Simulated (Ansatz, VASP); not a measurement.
# Two plane-wave programs on CdF2

Contents of INCAR:

```
SYSTEM = CdF2
  ALGO = Normal
  EDIFF = 1E-7
  EDIFFG = -0.04
  ENCUT = 600
  GGA = PE
  GGA_COMPAT = .False.
  IBRION = 2
  ISIF = 3
  ISMEAR = 0
  LASPH = .True.
  LCHARG = .False.
  LREAL = .False.
  LWAVE = .False.
  NELM = 120
  NELMIN = 4
  NSW = 60
  PREC = Accurate
  SIGMA = 0.1
```

File KPOINTS:

```
k-points
0
Gamma
  6 6 6
  0 0 0
```

The input POSCAR:

```
CdF2
1.0
    0.0000000000      2.7005190000      2.7005190000
    2.7005190000      0.0000000000      2.7005190000
    2.7005190000      2.7005190000      0.0000000000
Cd F
1 2
Direct
    0.0000000000      0.0000000000      0.0000000000
    0.2500000000      0.2500000000      0.2500000000
    0.7500000000      0.7500000000      0.7500000000
```

Input for Ansatz:

```yaml
crystal:
  lattice:
    - [0.0, 2.700519, 2.700519]
    - [2.700519, 0.0, 2.700519]
    - [2.700519, 2.700519, 0.0]
  atoms:
    - { symbol: Cd, position: [0.0, 0.0, 0.0] }
    - { symbol: F, position: [0.25, 0.25, 0.25] }
    - { symbol: F, position: [0.75, 0.75, 0.75] }
basis:
  ecutwfc: 420
kpoints:
  mp_grid: { grid: [6, 6, 6] }
hamiltonian:
  xc: pbe
scf:
  occupations: { method: gaussian, width: 0.1 }
output:
  forces: true
  stress: true
  eigenvalues: true
relax:
  adjacent_minimum: "off"
  f_tol: 0.04
  max_steps: 40
  cell: { stress_tol: 0.4 }
```

Alike in both runs: task relaxation of cell and atoms; functional PBE; k mesh 6 × 6 × 6; occupations gaussian, width 0.1 eV; no spin polarisation.

|  | VASP | Ansatz |
| --- | --- | --- |
| version | VASP 6.6.1 | Ansatz 0.2.0 |
| potentials or method | VASP PAW PBE potentials, release 64 (Cd, F), cutoff 600 eV | scalar-relativistic, plane waves, PAW |
| valence electrons in the cell | 26 | 34 |

```csv
,VASP,Ansatz,Ansatz less VASP
"gap on the k mesh at the Fermi level, each at its own relaxed structure (eV)",2.89,2.94,+0.047
relaxed volume (Å³/atom),13.79,13.72,-0.069
relaxed cell length with the largest relative difference (Å),3.882,3.875,-0.0065
```

VASP's potentials hold 26 valence electrons a cell and Ansatz's 34, so a difference there can come from the potentials and not from the codes.
